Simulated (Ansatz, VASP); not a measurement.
GaAs in VASP and in Ansatz

Contents of INCAR:

```
PREC = Accurate ; ENCUT = 520
EDIFF = 1E-8 ; ISMEAR = -1
SIGMA = 0.08 ; LREAL = F
LASPH = T ; NELM = 100
ALGO = Normal ; ISIF = 2
LWAVE = F ; LCHARG = F
LEFG = T ; NBANDS = 16
```

The input KPOINTS:

```
Automatic mesh
0
Gamma
  10 10 10
```

Contents of POSCAR:

```
GaAs
1.0
    0.0000000000      2.8173955816      2.8173955816
    2.8173955816      0.0000000000      2.8173955816
    2.8173955816      2.8173955816      0.0000000000
Ga As
1 1
Direct
    0.0000000000      0.0000000000      0.0000000000
    0.7500000000      0.7500000000      0.7500000000
```

Input for Ansatz:

```yaml
crystal:
  lattice:
    - [0.0, 2.8173955816, 2.8173955816]
    - [2.8173955816, 0.0, 2.8173955816]
    - [2.8173955816, 2.8173955816, 0.0]
  atoms:
    - { symbol: Ga, position: [0.0, 0.0, 0.0] }
    - { symbol: As, position: [0.75, 0.75, 0.75] }
kpoints:
  mp_grid: { grid: [10, 10, 10] }
scf:
  occupations: { method: fermi_dirac, width: 0.08 }
hamiltonian:
  xc: lda
  pseudopotentials: { kind: paw }
output:
  forces: true
  stress: true
  eigenvalues: true
  efg: { contact_densities: true }
```

Change from the starting cell: volume scaled by 0.99, PAW files.

Alike in both runs: task electric field gradients; functional LDA; k mesh 10 × 10 × 10; occupations fermi-dirac, width 0.08 eV; no spin polarisation.

|  | VASP | Ansatz |
| --- | --- | --- |
| version | VASP 6.6.1 | Ansatz 0.2.0 |
| potentials or method | VASP PAW LDA potentials, release 64 (Ga_d, As) | PAW with Ansatz's default frozen-core files, scalar-relativistic |
| plane-wave cutoff (eV) | 520 | 420 |
| valence electrons in the cell | 18 | 28 |

VASP gave:

- pressure (GPa): -0.9

What did Ansatz give for the same quantities?

Pressure (GPa): -1.2.

LDA's correlation is that of Perdew and Zunger in VASP and of Perdew and Wang (1992) in Ansatz. VASP's potentials hold 18 valence electrons a cell and Ansatz's 28, so a difference there can come from the potentials and not from the codes.
